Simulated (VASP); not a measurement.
Input of a VASP 6.6.1 run:

File INCAR:

```
SYSTEM = CuAu
ALGO     = Normal         ! electronic algorithm
EDIFF    = 1E-7           ! SCF threshold, eV
EDIFFG   = -0.02          ! ionic threshold
ENCUT    = 520            ! plane-wave cutoff, eV
GGA      = PE             ! functional
IBRION   = 2              ! ionic algorithm
ISIF     = 2              ! what is computed and relaxed
ISMEAR   = -1             ! smearing method
LASPH    = .TRUE.         ! aspherical terms in the spheres
LCHARG   = .FALSE.        ! write CHGCAR
LREAL    = .FALSE.        ! projectors in reciprocal space
LWAVE    = .FALSE.        ! write WAVECAR
NELM     = 100            ! most SCF steps
NSW      = 80             ! ionic steps
PREC     = Accurate       ! precision mode
SIGMA    = 0.05           ! smearing width, eV
```

KPOINTS

```
k-points
0
G
  12 12 9
  0 0 0
```

POSCAR

```
CuAu
1.0
    2.8000000000      0.0000000000      0.0000000000
    0.0000000000      2.8000000000      0.0000000000
    0.0000000000      0.0000000000      3.6700000000
Cu Au
1 1
Direct
    0.5000000000      0.5000000000      0.5000000000
    0.0000000000      0.0000000000      0.0000000000
```

Potentials or basis: VASP PAW PBE potentials, release 64 (Cu, Au).

Launch:

```console
$ cat potpaw_PBE.64/Cu/POTCAR potpaw_PBE.64/Au/POTCAR > POTCAR
$ mpirun -np 1 vasp_std > vasp.out
```

(1) Estimate the band gap on the k mesh.

## Answers

(1) zero (band 11 reaches 14.10 eV, above the bottom of band 12 at 6.92 eV).

Caveat: the relaxation stopped at its first step, so nothing moved; spin-orbit coupling is left out, which moves the levels of the heavy elements.
